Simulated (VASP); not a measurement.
# C: phonons with PBE+D3(BJ)

C:

```
C
1.0
     2.46361    0.00000    0.00000
    -1.23180    2.13355    0.00000
     0.00000    0.00000    6.61103
C
4
Direct
  0.00000 0.00000 0.00250
  0.00000 0.00000 0.50250
  0.33333 0.66667 0.00250
  0.66667 0.33333 0.50250
```

This cell differs from its parent crystal: phonons at volume x 0.98.

| Item | Value |
| --- | --- |
| Program | VASP 6.6.1 |
| Task | phonons |
| Functional | PBE |
| Dispersion | D3(BJ) |
| Potentials or basis | VASP PAW PBE potentials, release 64 (C) |
| Cutoff | 520 eV |
| k mesh | 18 × 18 × 6 |
| Occupations | fermi-dirac, width 0.15 eV |
| Spin | no spin polarisation |
| Dipole correction | no |
| Further INCAR settings | ALGO = Normal; EDIFF = 1e-08; IBRION = 6; POTIM = 0.015; NSW = 1 |

- Highest phonon frequency at Γ: 1568 cm⁻¹
- Dispersion energy per atom: -0.159 eV

Phonon frequencies in cm⁻¹ (negative: imaginary):
```csv
q point,frequencies
"(0.000, 0.000, 0.000)",0 0 0 40 40 139 864 869 1562 1562 1568 1568
```

It took 5.5 min on 1 thread of Intel(R) Xeon(R) 6975P-C (Granite Rapids), on a shared host, peak memory 0.47 GiB.

Caveat: the cell differs from its parent crystal (phonons at volume x 0.98); the cell wasn't relaxed at this level first, which shifts response properties.
